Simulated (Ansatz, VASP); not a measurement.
**Two plane-wave programs on Pt**

Contents of INCAR:

```
SYSTEM = Pt
  ALGO = Normal
  EDIFF = 1E-7
  ENCUT = 520
  GGA = CA
  ISIF = 2
  ISMEAR = 0
  LASPH = .TRUE.
  LCHARG = .FALSE.
  LREAL = .FALSE.
  LWAVE = .FALSE.
  NBANDS = 11
  NELM = 100
  PREC = Accurate
  SIGMA = 0.15
```

File KPOINTS:

```
k-points
0
G
  20 20 20
  0 0 0
```

The input POSCAR:

```
Pt
1.0
    0.2920150933      2.0733071621      2.0733071621
    2.0733071621      0.2920150933      2.0733071621
    2.0733071621      2.0733071621      0.2920150933
Pt
1
Direct
    0.0000000000      0.0000000000      0.0000000000
```

Input for Ansatz:

```yaml
crystal:
  lattice:
    - [0.2920150933, 2.0733071621, 2.0733071621]
    - [2.0733071621, 0.2920150933, 2.0733071621]
    - [2.0733071621, 2.0733071621, 0.2920150933]
  atoms:
    - { symbol: Pt, position: [0.0, 0.0, 0.0] }
basis:
  ecutwfc: 420
kpoints:
  mp_grid: { grid: [20, 20, 20] }
hamiltonian:
  xc: lda
  pseudopotentials: { kind: paw, azcp: { folder: soft_1 } }
scf:
  occupations: { method: gaussian, width: 0.15 }
output:
  forces: true
  stress: true
  eigenvalues: true
```

Change from the starting cell: equal engineering shear yz, xz and xy +0.1500, equal normal strain along x, y and z -0.0100.

Alike in both runs: task single point; functional LDA; k mesh 20 × 20 × 20; occupations gaussian, width 0.15 eV; no spin polarisation.

```csv
,VASP,Ansatz
version,VASP 6.6.1,Ansatz 0.2.0
potentials or method,"VASP PAW LDA potentials, release 64 (Pt), cutoff 520 eV","scalar-relativistic, plane waves, PAW"
valence electrons in the cell,10,18
```

|  | VASP | Ansatz | Ansatz less VASP |
| --- | --- | --- | --- |
| gap on the k mesh at the Fermi level (eV) | none | none | - |
| pressure (GPa) | 39.1 | 38.1 | -1.06 |
| traceless stress, the component that is largest in VASP (GPa) | -24.06 | -23.61 | +0.442 |

Ansatz warns that its potentials were made for another functional, while VASP's fit it. LDA's correlation is that of Perdew and Zunger in VASP and of Perdew and Wang (1992) in Ansatz. A gap of «none» marks a metal or a gap that the smearing closes. Both programs put the cell under a high pressure, so it lies far from rest at this level. VASP's potentials hold 10 valence electrons a cell and Ansatz's 18, so a difference there can come from the potentials and not from the codes.

Spin-orbit coupling is off throughout.
